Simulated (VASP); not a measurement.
Here is a VASP 6.6.1 calculation.

INCAR

```
PREC = Accurate
ENCUT = 600
EDIFF = 1E-6
ISMEAR = -1
SIGMA = 0.15
LREAL = False
LASPH = True
NELM = 60
ALGO = Normal
ISIF = 3
LWAVE = False
LCHARG = False
GGA = PE
IBRION = 2
NSW = 80
EDIFFG = -0.001
```

Contents of KPOINTS:

```
regular mesh
0
Gamma
  16 16 16
```

Contents of POSCAR:

```
TaN
1.0
    0.0000000000      2.2086769773      2.2086769773
    2.2086769773      0.0000000000      2.2086769773
    2.2086769773      2.2086769773      0.0000000000
Ta N
1 1
Direct
    0.5000000000      0.5000000000      0.5000000000
    0.0000000000      0.0000000000      0.0000000000
```

Potentials or basis: VASP PAW PBE potentials, release 64 (Ta_pv, N).

Launch:

```sh
$ cat potpaw_PBE.64/Ta_pv/POTCAR potpaw_PBE.64/N/POTCAR > POTCAR
$ mpirun -np 1 vasp_std > vasp.out
```

Q: Predict the band gap on the k mesh.

A: Zero (band 8 reaches 11.22 eV, above the bottom of band 9 at 7.30 eV).

Q: What does it give for the relaxed volume?

A: 10.81 Å³/atom.

Q: Estimate the space group after relaxing (to 0.05 Å).

A: Fm-3m (No. 225).

Q: Estimate the relaxed cell.

A: a = 3.127 Å, b = 3.127 Å, c = 3.127 Å, α = 60.00°, β = 60.00°, γ = 60.00°.

The path:
```tsv
step	energy change (eV)	largest force (eV/Å)	pressure (GPa)	volume (Å³)
1	0.0000	0.0000	0.92	21.55
2	0.0006	0.0000	-1.98	21.74
3	-0.0002	0.0000	-0.03	21.61
4	-0.0002	0.0000	-0.05	21.61
5	-0.0002	0.0000	0.43	21.58
6	-0.0002	0.0000	0.07	21.61
7	-0.0002	0.0000	0.07	21.61
8	-0.0002	0.0000	0.03	21.61
9	-0.0002	0.0000	0.02	21.61
10	-0.0002	0.0000	0.01	21.61
```

Caveat: spin-orbit coupling is left out, which moves the levels of the heavy elements.
